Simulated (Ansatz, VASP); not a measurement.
## CoO in VASP and in Ansatz

The input INCAR:

```
SYSTEM = CoO
ALGO = Normal
EDIFF = 1E-6
ENCUT = 520
GGA = PE
ISIF = 2
ISMEAR = -1
ISPIN = 2
LASPH = .True.
LCHARG = .False.
LMAXMIX = 4
LORBIT = 11
LREAL = .False.
LWAVE = .False.
MAGMOM = 2 0
NBANDS = 18
NELM = 150
PREC = Accurate
SIGMA = 0.05
```

KPOINTS

```
k-points
0
Gamma
  16 16 16
  0 0 0
```

Contents of POSCAR:

```
CoO
1.0
    0.0000000000      2.1315000000      2.1741300000
    2.1315000000      0.0000000000      2.1741300000
    2.1315000000      2.1315000000      0.0000000000
Co O
1 1
Direct
    0.0000000000      0.0000000000      0.0000000000
    0.5000000000      0.5000000000      0.5000000000
```

Input for Ansatz:

```yaml
crystal:
  lattice:
    - [0.0, 2.1315, 2.17413]
    - [2.1315, 0.0, 2.17413]
    - [2.1315, 2.1315, 0.0]
  atoms:
    - { symbol: Co, position: [0.0, 0.0, 0.0], spin: 2.0 }
    - { symbol: O, position: [0.5, 0.5, 0.5] }
magnetization:
  spin_polarized: true
kpoints:
  mp_grid: { grid: [16, 16, 16] }
  band_path:
    path:
      - [0.0, 0.0, 0.0]
      - [0.0, 0.5, 0.5]
      - [0.25, 0.75, 0.5]
      - [0.0, 0.5, 0.0]
      - [0.0, 0.0, 0.0]
      - [0.5, 0.5, 0.0]
      - [0.3701460977, 0.6298539023, 0.0]
      - [-0.3701460977, 0.3701460977, 0.0]
      - [0.0, 0.0, 0.0]
    npoints: 5
scf:
  occupations: { method: fermi_dirac, width: 0.05 }
hamiltonian:
  xc: pbe
  pseudopotentials: { kind: all_electron, lapw: { basis_error: 0.0005 } }
output:
  forces: true
  stress: true
  eigenvalues: true
```

Change from the starting cell: zz strain of +2 %.

Alike in both runs: task single point; functional PBE; k mesh 16 × 16 × 16; occupations fermi-dirac, width 0.05 eV; collinear spin.

|  | VASP | Ansatz |
| --- | --- | --- |
| version | VASP 6.6.1 | Ansatz 0.2.0 |
| potentials or method | VASP PAW PBE potentials, release 64 (Co, O), cutoff 520 eV | all-electron LAPW, scalar-relativistic |

Ansatz gave:

- pressure (GPa): -4.9
- traceless stress, the component that is largest in VASP (GPa): 0.19
- net moment per atom (μB): 1.48
- size of the moment on the site where the two differ most (μB): 2.61

Question: What did VASP give for the same quantities?

Answer: Pressure (GPa): -5.3; traceless stress, the component that is largest in VASP (GPa): 0.00; net moment per atom (μB): 1.47; size of the moment on the site where the two differ most (μB): 2.58.

Site moments also hang on the region over which each program counts them. Ansatz ran all-electron here, and VASP with PAW potentials.
